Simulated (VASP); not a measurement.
Here is a VASP 6.6.1 calculation.

File INCAR:

```
ALGO = Normal
EDIFF = 1E-6
ENCUT = 520
GGA = PE
ISIF = 2
ISMEAR = -1
LASPH = True
LCHARG = False
LREAL = False
LWAVE = False
NBANDS = 15
NELM = 80
PREC = Accurate
SIGMA = 0.05
```

KPOINTS

```
k-points
0
Gamma
  7 7 6
```

POSCAR

```
PtSe
1.0
    3.6648516267      0.0000000000      0.0000000000
   -1.8324258084      3.1738546125      0.0000000000
    0.0000000000      0.0000000000      3.6128420300
Pt Se
1 1
Direct
    0.0000000000      0.0000000000      0.0000000000
    0.6666666667      0.3333333333      0.5000000000
```

Potentials or basis: VASP PAW PBE potentials, release 64 (Pt, Se).

Launch:

```bash
$ cat potpaw_PBE.64/Pt/POTCAR potpaw_PBE.64/Se/POTCAR > POTCAR
$ mpirun -np 1 vasp_std > vasp.out
```

(1) What does it give for the pressure?

(2) Predict the band gap on the k mesh.

Results:

(1) -10.4 GPa.

(2) zero (band 8 reaches 6.70 eV, above the bottom of band 9 at 5.87 eV).

Caveat: spin-orbit coupling is left out, which moves the levels of the heavy elements.
